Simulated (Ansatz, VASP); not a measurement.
## Two plane-wave programs on Al7BN8

Contents of INCAR:

```
PREC = Accurate
ENCUT = 520
EDIFF = 1E-7
ISMEAR = 0
SIGMA = 0.01
LREAL = False
LASPH = True
NELM = 120
ALGO = Normal
ISIF = 2
LWAVE = False
LCHARG = False
IBRION = 2
NSW = 80
EDIFFG = -0.004
GGA_COMPAT = False
NELMIN = 4
```

The input KPOINTS:

```
regular mesh
0
Gamma
  4 4 5
```

Contents of POSCAR:

```
Al7BN8
1.0
    6.0594398374      0.0000000000      0.0000000000
   -3.0297199187      5.2476288319      0.0000000000
    0.0000000000      0.0000000000      4.8069214714
Al B N
7 1 8
Direct
    0.3282725421      0.1717274579      0.4973220349
    0.1654572899      0.8327286450      0.0004757633
    0.3282725421      0.6565450841      0.4973220349
    0.6672713550      0.3345427101      0.0004757633
    0.8434549159      0.1717274579      0.4973220349
    0.6672713550      0.8327286450      0.0004757633
    0.8333333333      0.6666666667      0.5018061826
    0.1666666667      0.3333333333      0.0069711312
    0.1666666667      0.3333333333      0.3346488839
    0.3161419084      0.1838580916      0.8904037609
    0.1690039463      0.8345019732      0.3876419291
    0.3161419084      0.6322838168      0.8904037609
    0.6654980268      0.3309960537      0.3876419291
    0.8677161832      0.1838580916      0.8904037609
    0.6654980268      0.8345019732      0.3876419291
    0.8333333333      0.6666666667      0.8850433376
```

Input for Ansatz:

```yaml
crystal:
  lattice:
    - [6.0594398374, 0.0, 0.0]
    - [-3.0297199187, 5.2476288319, 0.0]
    - [0.0, 0.0, 4.8069214714]
  atoms:
    - { symbol: Al, position: [0.3282725421, 0.1717274579, 0.4973220349] }
    - { symbol: Al, position: [0.1654572899, 0.832728645, 0.0004757633] }
    - { symbol: Al, position: [0.3282725421, 0.6565450841, 0.4973220349] }
    - { symbol: Al, position: [0.667271355, 0.3345427101, 0.0004757633] }
    - { symbol: Al, position: [0.8434549159, 0.1717274579, 0.4973220349] }
    - { symbol: Al, position: [0.667271355, 0.832728645, 0.0004757633] }
    - { symbol: Al, position: [0.8333333333, 0.6666666667, 0.5018061826] }
    - { symbol: B, position: [0.1666666667, 0.3333333333, 0.0069711312] }
    - { symbol: "N", position: [0.1666666667, 0.3333333333, 0.3346488839] }
    - { symbol: "N", position: [0.3161419084, 0.1838580916, 0.8904037609] }
    - { symbol: "N", position: [0.1690039463, 0.8345019732, 0.3876419291] }
    - { symbol: "N", position: [0.3161419084, 0.6322838168, 0.8904037609] }
    - { symbol: "N", position: [0.6654980268, 0.3309960537, 0.3876419291] }
    - { symbol: "N", position: [0.8677161832, 0.1838580916, 0.8904037609] }
    - { symbol: "N", position: [0.6654980268, 0.8345019732, 0.3876419291] }
    - { symbol: "N", position: [0.8333333333, 0.6666666667, 0.8850433376] }
scf:
  occupations: { method: fixed }
output:
  forces: true
  stress: true
  eigenvalues: true
  polarization: { axes: [b3], string_points: 12 }
hamiltonian:
  xc: lda
kpoints:
  mp_grid: { grid: [4, 4, 5] }
relax:
  f_tol: 0.004
```

Alike in both runs: task relaxation of the atoms; functional LDA; k mesh 4 × 4 × 5; no spin polarisation.

|  | VASP | Ansatz |
| --- | --- | --- |
| version | VASP 6.6.1 | Ansatz 0.2.0 |
| potentials or method | VASP PAW LDA potentials, release 64 (Al, B, N) | scalar-relativistic, plane waves, PAW |
| plane-wave cutoff (eV) | 520 | 420 |
| occupations | gaussian, width 0.01 eV | fixed |
| valence electrons in the cell | 64 | 64 |

```tsv
	VASP	Ansatz	Ansatz less VASP
gap on the k mesh at the Fermi level, each at its own relaxed structure (eV)	3.79	3.81	+0.024
```

LDA's correlation is that of Perdew and Zunger in VASP and of Perdew and Wang (1992) in Ansatz. Ansatz's warnings: stress scf threshold loose.
